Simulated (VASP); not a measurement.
A run of VASP 6.6.1 is set up as follows.

The input INCAR:

```
PREC = Accurate ; ENCUT = 520
EDIFF = 1E-6 ; ISMEAR = -1
SIGMA = 0.1 ; LREAL = F
LASPH = T ; NELM = 60
ALGO = Normal ; ISIF = 2
LWAVE = F ; LCHARG = F
GGA = RP ; NBANDS = 22
```

KPOINTS

```
regular mesh
0
Gamma
  9 9 13
```

POSCAR

```
Pt
1.0
    4.4356600846      0.0000000000      0.0000000000
   -2.2178300423      3.8413943158      0.0000000000
    0.0000000000      0.0000000000      2.6449055076
Pt
3
Direct
    0.0000000000      1.0000000000      0.0000000000
    0.3333333333      0.6666666667      0.5000000000
    0.6666666667      0.3333333333      0.5000000000
```

Potentials or basis: VASP PAW PBE potentials, release 64 (Pt).

Command:

```console
$ cat potpaw_PBE.64/Pt/POTCAR > POTCAR
$ mpirun -np 1 vasp_std > vasp.out
```

(1) Estimate the band gap on the k mesh.

(2) Estimate the pressure.

Answers

(1) zero (band 15 reaches 12.48 eV, above the bottom of band 16 at 11.07 eV).

(2) 22.0 GPa.

Caveat: the PAW data sets were made with another functional, which shifts forces and pressure a little; spin-orbit coupling is left out, which moves the levels of the heavy elements.
